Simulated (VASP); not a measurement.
NbRu3C:

```
CELL_PARAMETERS angstrom
4.06514 0.00000 0.00000
0.00000 4.06514 0.00000
0.00000 0.00000 4.06514
ATOMIC_POSITIONS crystal
Ru 0.50000 0.50000 0.00000
Ru 0.50000 0.00000 0.50000
Ru 0.00000 0.50000 0.50000
Nb 0.00000 0.00000 0.00000
C 0.50000 0.50000 0.50000
```

Base run:

| Item | Value |
| --- | --- |
| Program | VASP 6.6.1 |
| Functional | revPBE |
| Potentials or basis | VASP PAW PBE potentials, release 64 (Ru_pv, Nb_sv, C) |
| Cutoff | 520 eV |
| k mesh | 7 × 7 × 7 |
| Occupations | fermi-dirac, width 0.05 eV |
| Spin | no spin polarisation |

Its results: band gap on the k mesh zero (an odd number of electrons rules out a gap without spin polarisation); pressure -0.7 GPa.

Q: The run is repeated on the same cell with these changes: functional from revPBE to RPBE. What comes out?

A: Band gap on the k mesh zero (an odd number of electrons rules out a gap without spin polarisation); pressure 0.4 GPa.

Caveats: the PAW data sets were made with another functional, which shifts forces and pressure a little.
